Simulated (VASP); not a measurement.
Here is a VASP 6.6.1 calculation.

The input INCAR:

```
SYSTEM = HfC
  ALGO = Normal
  EDIFF = 1E-6
  ENCUT = 520
  GGA = RP
  ISIF = 2
  ISMEAR = -1
  ISPIN = 2
  IVDW = 12
  LASPH = .True.
  LCHARG = .False.
  LMAXMIX = 4
  LORBIT = 11
  LREAL = .False.
  LWAVE = .False.
  MAGMOM = 1 0
  NBANDS = 18
  NELM = 150
  NUPDOWN = 1.0
  PREC = Accurate
  SIGMA = 0.1
```

Contents of KPOINTS:

```
k-points
0
Gamma
  10 10 10
  0 0 0
```

Contents of POSCAR:

```
HfC
1.0
    0.0000000000      2.3403977997      2.3403977997
    2.3403977997      0.0000000000      2.3403977997
    2.3403977997      2.3403977997      0.0000000000
Hf C
1 1
Direct
    0.5000000000      0.5000000000      0.5000000000
    0.0000000000      0.0000000000      0.0000000000
```

Potentials or basis: VASP PAW PBE potentials, release 64 (Hf_pv, C).

Launch:

```sh
$ cat potpaw_PBE.64/Hf_pv/POTCAR potpaw_PBE.64/C/POTCAR > POTCAR
$ mpirun -np 1 vasp_std > vasp.out
```

(1) Estimate the dispersion energy per atom.

(2) What does it give for the pressure?

Answers

(1) -2.248 eV.

(2) -27.3 GPa.

Caveat: three body term missing; the PAW data sets were made with another functional, which shifts forces and pressure a little; the total moment is fixed, so each spin has its own Fermi level.
